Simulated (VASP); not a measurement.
## Si2Ge2Ir: single point with PBE

The system is Si2Ge2Ir.

```
Si Ge Ir
1.0
     3.63499    0.00000    0.00000
    -1.81749    3.14799    0.00000
     0.00000    0.00000    8.21172
Si Ge Ir
2 2 1
Direct
  0.00000 0.00000 0.15894
  0.00000 0.00000 0.84106
  0.66667 0.33333 0.33715
  0.66667 0.33333 0.66285
  0.33333 0.66667 0.00000
```

The cell was built from a structure type or drawn by symmetry, and may not be a known phase.

```json
{"Program": "VASP 6.6.1", "Task": "single point", "Functional": "PBE", "Potentials or basis": "VASP PAW PBE potentials, release 64 (Si, Ge_d, Ir)", "Cutoff": "500 eV", "k mesh": "5 × 5 × 2", "Occupations": "gaussian, width 0.2 eV", "Spin": "no spin polarisation"}
```

| Item | Value |
| --- | --- |
| Pressure | 0.2 GPa |
| Largest force | 0.030 eV/Å |
| Band gap on the k mesh | zero (an odd number of electrons rules out a gap without spin polarisation) |

Forces in eV/Å, atoms in the order of the input:
```
Si   0.000  0.000  0.030
Si   0.000  0.000 -0.030
Ge   0.000  0.000  0.003
Ge   0.000  0.000 -0.003
Ir   0.000  0.000  0.000
```

Stress tensor (GPa, compression positive):
```
0.14 0.00 0.00
0.00 0.14 0.00
0.00 0.00 0.45
```

Levels at points of the mesh, in eV from the Fermi level:
| k point | band 18 | band 19 | band 20 | band 21 | band 22 | band 23 | band 24 | band 25 | band 26 | band 27 |
| --- | --- | --- | --- | --- | --- | --- | --- | --- | --- | --- |
| (0.00, 0.00, 0.00) | -3.09 | -3.09 | -0.71 | 1.43 | 1.43 | 1.52 | 1.52 | 3.22 | 3.60 | 3.60 |
| (0.00, 0.00, 0.50) | -3.09 | -2.72 | 0.95 | 0.95 | 1.19 | 2.19 | 2.19 | 2.30 | 3.45 | 3.82 |

Wall time 49 s on 1 thread of Intel Xeon 8259CL, with other jobs on the host, peak memory 0.21 GiB.

Caveat: the k points lie up to 0.40 Å⁻¹ apart, too coarse for converged energies and pressures of a metal; spin-orbit coupling is left out, which moves the levels of the heavy elements.
